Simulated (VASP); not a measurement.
# BiTe (I4/mmm) in VASP: a series of runs

BiTe is run at these levels: PBEsol; tasks: single point.

Program: VASP 6.6.1. These are calculated values, not measurements. Logs are shortened: lines on timing, memory, paths and dates and some standing lists are left out, and cuts for length are marked.

### 1 The cell of the first run

Symmetry: I4/mmm, No. 139, tetragonal system. Conventional cell: a = 4.255 Å, b = 4.255 Å, c = 7.221 Å, α = 90.00°, β = 90.00°, γ = 90.00°. Bi (site symmetry 4/mmm) has 6 Te at 3.01 to 3.61 Å within 4.0 Å. Te (site symmetry 4/mmm) has 6 Bi at 3.01 to 3.61 Å within 4.0 Å.

### 2 Single point, PBEsol

The input, INCAR:

```
SYSTEM = BiTe
PREC = Accurate ; ENCUT = 520
EDIFF = 1E-7 ; ISMEAR = 0
SIGMA = 0.15 ; LREAL = .FALSE.
LASPH = .TRUE. ; NELM = 80
ALGO = Normal ; ISIF = 2
LWAVE = .FALSE. ; LCHARG = .FALSE.
GGA = PS ; NBANDS = 18
```

The input, KPOINTS:

```
Automatic mesh
0
G
  18 18 18
  0 0 0
```

The input, POSCAR:

```
BiTe
1.0
    0.0000000000      3.0086369464      3.6103643357
    3.0086369464      0.0000000000      3.6103643357
    3.0086369464      3.0086369464      0.0000000000
Bi Te
1 1
Direct
    0.0000000000      0.0000000000      0.0000000000
    0.5000000000      0.5000000000      0.5000000000
```

Potentials or basis: VASP PAW PBE potentials, release 64 (Bi_d, Te).

Command:

```
> cat potpaw_PBE.64/Bi_d/POTCAR potpaw_PBE.64/Te/POTCAR > POTCAR
> mpirun -np 1 vasp_std > vasp.out
```

OUTCAR:

```text
SYSTEM = BiTe
   PREC = Accurate
   ENCUT = 520
   EDIFF = 1E-7
   ISMEAR = 0
   LREAL = .FALSE.
   LASPH = .TRUE.
   NELM = 80
   ISIF = 2
   GGA = PS

 ion  position               nearest neighbor table
   1  0.000  0.000  0.000-   2 3.01   2 3.01   2 3.01   2 3.01   2 3.61   2 3.61
   2  0.500  0.500  0.500-   1 3.01   1 3.01   1 3.01   1 3.01   1 3.61   1 3.61

  LATTYP: Found a body centered tetragonal cell.
 ALAT       =     4.2548551739
 C/A-ratio  =     1.6970562749

  Lattice vectors:

 A1 = (  -3.0086369464,   0.0000000000,   3.6103643357)
 A2 = (   3.0086369464,   0.0000000000,   3.6103643357)
 A3 = (   0.0000000000,   3.0086369464,  -3.6103643357)

Analysis of symmetry for initial positions (statically):
=====================================================================
 Subroutine PRICEL returns:
 Original cell was already a primitive cell.

 Routine SETGRP: Setting up the symmetry group for a
 body centered tetragonal supercell.

 Subroutine GETGRP returns: Found 16 space group operations
 (whereof 16 operations were pure point group operations)
 out of a pool of 16 trial point group operations.

The static configuration has the point symmetry D_4h.

Analysis of symmetry for dynamics (positions and initial velocities):
=====================================================================
 Subroutine PRICEL returns:
 Original cell was already a primitive cell.

 Routine SETGRP: Setting up the symmetry group for a
 body centered tetragonal supercell.

 Subroutine GETGRP returns: Found 16 space group operations
 (whereof 16 operations were pure point group operations)
 out of a pool of 16 trial point group operations.

The dynamic configuration has the point symmetry D_4h.

 Subroutine INISYM returns: Found 16 space group operations
 (whereof 16 operations are pure point group operations),
 and found     1 'primitive' translations

----------------------------------------------------------------------------------------

                                     Primitive cell

  volume of cell :      65.3613

  direct lattice vectors                    reciprocal lattice vectors
     0.000000000  3.008636946  3.610364336    -0.166188214  0.166188214  0.138490178
     3.008636946  0.000000000  3.610364336     0.166188214 -0.166188214  0.138490178
     3.008636946  3.008636946  0.000000000     0.166188214  0.166188214 -0.138490178

  length of vectors
     4.699641147  4.699641147  4.254855174     0.272794014  0.272794014  0.272794014

  position of ions in fractional coordinates (direct lattice)
     0.000000000  0.000000000  0.000000000
     0.500000000  0.500000000  0.500000000

  ion indices of the primitive-cell ions
   primitive index   ion index
                 1           1
                 2           2

----------------------------------------------------------------------------------------

 KPOINTS: Automatic mesh

Automatic generation of k-mesh.
 Grid dimensions read from file:
 generate k-points for:   18   18   18

 Generating k-lattice:

  Cartesian coordinates                     Fractional coordinates (reciprocal lattice)
    -0.009232679  0.009232679  0.007693899     0.055555556 -0.000000000  0.000000000
     0.009232679 -0.009232679  0.007693899    -0.000000000  0.055555556  0.000000000
     0.009232679  0.009232679 -0.007693899     0.000000000  0.000000000  0.055555556

  Length of vectors
     0.015155223  0.015155223  0.015155223

  Shift w.r.t. Gamma in fractional coordinates (k-lattice)
     0.000000000  0.000000000  0.000000000

 Subroutine IBZKPT returns following result:
 ===========================================

 Found    480 irreducible k-points:

 Following reciprocal coordinates:
            Coordinates               Weight
  0.000000  0.000000  0.000000      1.000000
  0.055556  0.000000  0.000000      8.000000
  0.111111  0.000000  0.000000      8.000000
  0.166667  0.000000  0.000000      8.000000
  0.222222  0.000000  0.000000      8.000000
  0.277778  0.000000  0.000000      8.000000
[... 16 lines left out ...]
 -0.277778  0.055556  0.000000      8.000000
 -0.222222  0.055556  0.000000      8.000000
 [... further k-points ...]
   k-points           NKPTS =    480   k-points in BZ     NKDIM =    480   number of bands    NBANDS=     18
   number of dos      NEDOS =    301   number of ions     NIONS =      2
   total plane-waves  NPLWV =  41472
   dimension x,y,z NGX =    36 NGY =   36 NGZ =   32
   dimension x,y,z NGXF=    72 NGYF=   72 NGZF=   64
   ions per type =               1   1
   NGX,Y,Z   is equivalent  to a cutoff of  12.73, 12.73, 12.50 a.u.
   NGXF,Y,Z  is equivalent  to a cutoff of  25.47, 25.47, 25.01 a.u.
 SYSTEM =  BiTe
   PREC   = accura    normal or accurate (medium, high low for compatibility)
   ISTART =      0    job   : 0-new  1-cont  2-samecut
   ICHARG =      2    charge: 1-file 2-atom 10-const
   ISPIN  =      1    spin polarized calculation?
   LNONCOLLINEAR =      F non collinear calculations
   LSORBIT =      F    spin-orbit coupling
   LASPH  =      T    aspherical Exc in radial PAW
   ENCUT  =  520.0 eV  38.22 Ry    6.18 a.u.   8.74  8.74  7.91*2*pi/ulx,y,z
   NELM   =     80;   NELMIN=  2; NELMDL= -5     # of ELM steps
   EDIFF  = 0.1E-06   stopping-criterion for ELM
   LREAL  =      F    real-space projection
   EDIFFG = 0.1E-05   stopping-criterion for IOM
   NSW    =      0    number of steps for IOM
   IBRION =     -1    ionic relax: 0-MD 1-quasi-New 2-CG
   NFREE  =      0    steps in history (QN), initial steepest desc. (CG)
   ISIF   =      2    stress and relaxation
   ISYM   =      2    0-nonsym 1-usesym 2-fastsym
   POTIM  = 0.5000    time-step for ionic-motion
   TEBEG  =    0.0;   TEEND  =   0.0 temperature during run
   PSTRESS=    0.0 pullay stress
   NELECT =      21.0000    total number of electrons
   NUPDOWN=      -1.0000    fix difference up-down
   EMIN   =  10.00;   EMAX   =-10.00  energy-range for DOS
   EFERMI =   0.00;   METHOD = LEGACY
   ISMEAR =     0;   SIGMA  =   0.15  broadening in eV -4-tet -1-fermi 0-gaus
   EFERMI_NEDOS =   21; number of points for ismear=-14 and -15
   IALGO  =     38    algorithm
   IMIX   =      4    mixing-type and parameters
     AMIX     =   0.40;   BMIX     =  1.00
     AMIX_MAG =   1.60;   BMIX_MAG =  1.00
  volume/ion in A,a.u.               =      32.68       220.54
  Fermi-wavevector in a.u.,A,eV,Ry     =   1.121264  2.118881 17.105681  1.257232
  Thomas-Fermi vector in A             =   2.257916
   LORBIT       =      0    0 simple, 1 ext, 2 COOP (PROOUT), +10 PAW based schemes
   GGA     = PS    functional components
   LHFCALC =     F    Hartree Fock is set to
   AEXX    =    0.0000 exact exchange contribution
   IVDW    =     0    specifies the selected vdW correction
   LEPSILON=     F    determine dielectric tensor
   LRPA    =     F    only Hartree local field effects (RPA)
 non-spin polarized calculation
 Gauss-broadening in eV      SIGMA  =   0.15
  energy-cutoff  :      520.00
  volume of cell :       65.36
 maximum number of plane-waves:      1780
   NGX = 17   NGY = 17   NGZ = 15

 number of electron      21.0000001 magnetization

 Free energy of the ion-electron system (eV)
  ---------------------------------------------------
  ext. energy  EPLUGINS =         0.00000000
  ---------------------------------------------------
  free energy    TOTEN  =        -7.65269433 eV

  energy without entropy =       -7.63236383  energy(sigma->0) =       -7.64252908

 E-fermi :   6.8837     XC(G=0):  -9.7098

 val. band max:        6.8826084373   @ k =  -0.3333   0.3889   0.1667
 cond. band min:       6.8867118900   @ k =   0.3889   0.1667   0.1111
 fundamental gap:      0.0041034527
 Fermi energy:         6.8836924638

 k-point     1 :       0.0000    0.0000    0.0000
  band No.  band energies     occupation
      1     -16.3061      2.00000
      2     -16.2955      2.00000
      3     -16.1967      2.00000
      4     -16.1967      2.00000
      5     -16.1947      2.00000
      6      -7.1525      2.00000
[... 10 lines left out ...]
     17      12.1439      0.00000
     18      13.4374      0.00000

 k-point     2 :       0.0556    0.0000    0.0000
  band No.  band energies     occupation
      1     -16.3065      2.00000
      2     -16.2951      2.00000
      3     -16.1968      2.00000
      4     -16.1966      2.00000
      5     -16.1945      2.00000
      6      -7.1232      2.00000
[... 10 lines left out ...]
     17      12.1883      0.00000
     18      13.7384      0.00000

 k-point     3 :       0.1111    0.0000    0.0000
  band No.  band energies     occupation
      1     -16.3078      2.00000
      2     -16.2939      2.00000
      3     -16.1970      2.00000
      4     -16.1963      2.00000
      5     -16.1938      2.00000
      6      -7.0355      2.00000
[... 10 lines left out ...]
     17      12.3190      0.00000
     18      14.4376      0.00000

 k-point     4 :       0.1667    0.0000    0.0000
  band No.  band energies     occupation
      1     -16.3099      2.00000
      2     -16.2921      2.00000
      3     -16.1974      2.00000
      4     -16.1958      2.00000
      5     -16.1926      2.00000
      6      -6.8898      2.00000
[... 375 lines left out ...]
      4     -16.1937      2.00000
      5     -16.1860      2.00000
      6      -5.8678      2.00000
[... 10 lines left out ...]
     17      14.4120      0.00000
     18      17.6750      0.00000

 k-point    23 :      -0.2778    0.0556    0.0000
  band No.  band energies     occupation
      1     -16.3176      2.00000
      2     -16.2856      2.00000
      3     -16.1993      2.00000
      4     -16.1943      2.00000
      5     -16.1874      2.00000
      6      -6.2145      2.00000
[... 10 lines left out ...]
     17      13.5554      0.00000
     18      18.2872      0.00000

 k-point    24 :      -0.2222    0.0556    0.0000
  band No.  band energies     occupation
      1     -16.3152      2.00000
      2     -16.2876      2.00000
      3     -16.1988      2.00000
      4     -16.1950      2.00000
      5     -16.1890      2.00000
      6      -6.5091      2.00000
[... 10 lines left out ...]
     17      12.8632      0.00000
     18      17.1696      0.00000

 [... further k-points ...]

------------------------ aborting loop because EDIFF is reached ----------------------------------------

  FORCE on cell =-STRESS in cart. coord.  units (eV):
  Direction    XX          YY          ZZ          XY          YZ          ZX
  --------------------------------------------------------------------------------------
  -------------------------------------------------------------------------------------
  Total        2.8767448      2.8767448     -1.8438411      0.0000000     -0.0000000      0.0000000
  in kB       70.5165940     70.5165940    -45.1974019      0.0000000     -0.0000000      0.0000000
  external PRESSURE =      31.9452620 kB  Pullay stress =       0.0000000 kB

 VOLUME and BASIS-vectors are now :
 -----------------------------------------------------------------------------
  energy-cutoff  :      520.00
  volume of cell :       65.36
      direct lattice vectors                 reciprocal lattice vectors
     0.000000000  3.008636946  3.610364336    -0.166188214  0.166188214  0.138490178
     3.008636946  0.000000000  3.610364336     0.166188214 -0.166188214  0.138490178
     3.008636946  3.008636946  0.000000000     0.166188214  0.166188214 -0.138490178

 POSITION                                       TOTAL-FORCE (eV/Angst)
 -----------------------------------------------------------------------------------
      0.00000      0.00000      0.00000         0.000000     -0.000000      0.000000
      3.00864      3.00864      3.61036        -0.000000      0.000000     -0.000000
 -----------------------------------------------------------------------------------
    total drift:                               -0.000000      0.000000      0.000000

  FREE ENERGIE OF THE ION-ELECTRON SYSTEM (eV)
  ---------------------------------------------------
  free  energy   TOTEN  =        -7.6526943293 eV

  energy  without entropy=       -7.6323638326  energy(sigma->0) =       -7.64252908
```

Run time: 11 min. Hardware: 1 thread of Intel Xeon 8259CL, shared host; peak memory 0.64 GiB.

Results:

```
Free energy            : -7.6527 eV
Pressure               : 3.2 GPa
Band gap on the k mesh : zero (an odd number of electrons rules out a gap without spin polarisation)
```

Stress tensor (GPa, compression positive):
```
 7.05  0.00  0.00
 0.00  7.05  0.00
 0.00  0.00 -4.52
```

Levels at points of the mesh, in eV from the Fermi level:
```
           k point  band 7  band 8  band 9  band 10  band 11  band 12  band 13  band 14
(0.00, 0.00, 0.00)   -7.76   -3.39   -3.39    -1.50     0.24     3.66     3.66     3.77
(0.50, 0.00, 0.00)  -11.60   -2.29   -1.81    -1.26    -1.13    -0.48    -0.29     7.27
(0.50, 0.50, 0.00)   -8.65   -5.56   -4.11    -4.11     2.31     3.83     4.37     4.37
(0.50, 0.00, 0.50)  -10.52   -6.29   -5.44    -3.15     1.75     2.10     5.87     6.31
```

Caveat: the cell stands under pressure; the PAW data sets were made with another functional, which shifts forces and pressure a little; spin-orbit coupling is left out, which moves the levels of the heavy elements.

(Part 1 of 2 ends here.)
